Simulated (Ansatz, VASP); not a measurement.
One calculation of BaTe, two programs

Contents of INCAR:

```
PREC = Accurate
ENCUT = 500
EDIFF = 1E-6
ISMEAR = 0
SIGMA = 0.01
LREAL = False
LASPH = True
NELM = 120
ALGO = Normal
ISIF = 2
LWAVE = False
LCHARG = False
GGA = PS
NBANDS = 15
GGA_COMPAT = False
```

File KPOINTS:

```
Automatic mesh
0
Gamma
  4 4 4
```

POSCAR

```
BaTe
1.0
    0.0000000000      3.9141586662      3.9141586662
    3.9141586662      0.0000000000      3.9141586662
    3.9141586662      3.9141586662      0.0000000000
Ba Te
1 1
Direct
    0.0000000000      0.0000000000      0.0000000000
    0.2500000000      0.2500000000      0.2500000000
```

Input for Ansatz:

```yaml
crystal:
  lattice:
    - [0.0, 3.9141586662, 3.9141586662]
    - [3.9141586662, 0.0, 3.9141586662]
    - [3.9141586662, 3.9141586662, 0.0]
  atoms:
    - { symbol: Ba, position: [0.0, 0.0, 0.0] }
    - { symbol: Te, position: [0.25, 0.25, 0.25] }
kpoints:
  mp_grid: { grid: [4, 4, 4] }
hamiltonian:
  xc: pbesol
scf:
  occupations: { method: fixed }
  n_extra_bands: 4
output:
  forces: true
  stress: true
  eigenvalues: true
```

Alike in both runs: task single point; functional PBEsol; k mesh 4 × 4 × 4; no spin polarisation.

```csv
,VASP,Ansatz
version,VASP 6.6.1,Ansatz 0.2.0
potentials or method,"VASP PAW PBE potentials, release 64 (Ba_sv, Te)",plane waves
plane-wave cutoff (eV),500,420
occupations,"gaussian, width 0.01 eV",fixed
valence electrons in the cell,16,26
```

VASP gave:

```
gap on the k mesh at the Fermi level (eV) : 2.46
pressure (GPa)                            : -0.6
```

Task: Which values does Ansatz return?

Result: gap on the k mesh at the Fermi level (eV): 2.45; pressure (GPa): -0.9.

VASP's potentials were made for PBE, not for PBEsol. VASP's potentials hold 16 valence electrons a cell and Ansatz's 26, so a difference there can come from the potentials and not from the codes.

Spin-orbit coupling is off throughout.
